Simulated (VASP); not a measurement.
Runs of VASP 6.6.1 on ScGa3. The structure is that of space group Pm-3m (No. 221), or close to it. The cells are those of the table. 

```csv
task,cell,gap on the mesh (eV),pressure (GPa)
single point,"a = 4.095, b = 4.095, c = 4.136 Å, 4 atoms",none,-5.9
single point,"a = 4.095, b = 4.095, c = 4.177 Å, 4 atoms",none,(a)
single point,"a = 4.095, b = 4.095, c = 4.054 Å, 4 atoms",none,-4.5
electric field gradients,"a = 4.095, b = 4.095, c = 4.013 Å, 4 atoms",none,-3.8
single point,"a = 4.095, b = 4.095, c = 4.013 Å, 4 atoms",none,-3.8
```

Alike in all rows: level LDA; potentials or basis VASP PAW LDA potentials, release 64 (Sc_sv, Ga_d); no spin polarisation; k mesh 9 × 9 × 9; cutoff (eV) 520; smearing fermi-dirac 0.05 eV.

Problem. Fill in the values left out.

Solution. (a) -6.5.

Caveats: the cell stands under tension.

A k mesh can miss the band edges, and the runs leave out spin-orbit coupling on Ga.

A gap of «none» marks levels without a gap at the run's occupations.
